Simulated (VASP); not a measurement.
A run of VASP 6.6.1 is set up as follows.

File INCAR:

```
SYSTEM = Au
PREC = Accurate
ENCUT = 520
EDIFF = 1E-7
ISMEAR = 0
SIGMA = 0.15
LREAL = .FALSE.
LASPH = .TRUE.
NELM = 80
ALGO = Normal
ISIF = 2
LWAVE = .FALSE.
LCHARG = .FALSE.
GGA = PS
NBANDS = 12
```

KPOINTS

```
Automatic mesh
0
G
  20 20 20
  0 0 0
```

File POSCAR:

```
Au
1.0
    0.0000000000      1.9432250000      1.9943625000
    1.9432250000      0.0000000000      1.9943625000
    1.9432250000      1.9432250000      0.0000000000
Au
1
Direct
    0.0000000000      0.0000000000      0.0000000000
```

Potentials or basis: VASP PAW PBE potentials, release 64 (Au).

Command:

```console
$ cat potpaw_PBE.64/Au/POTCAR > POTCAR
$ mpirun -np 1 vasp_std > vasp.out
```

Q: What does it give for the pressure?

A: 29.8 GPa.

Stress tensor (GPa, compression positive):
```
30.29  0.00  0.00
 0.00 30.29  0.00
 0.00  0.00 28.97
```

Caveat: the cell differs from its parent crystal (strain -0.050 along x and y, -0.025 along z); the PAW data sets were made with another functional, which shifts forces and pressure a little.
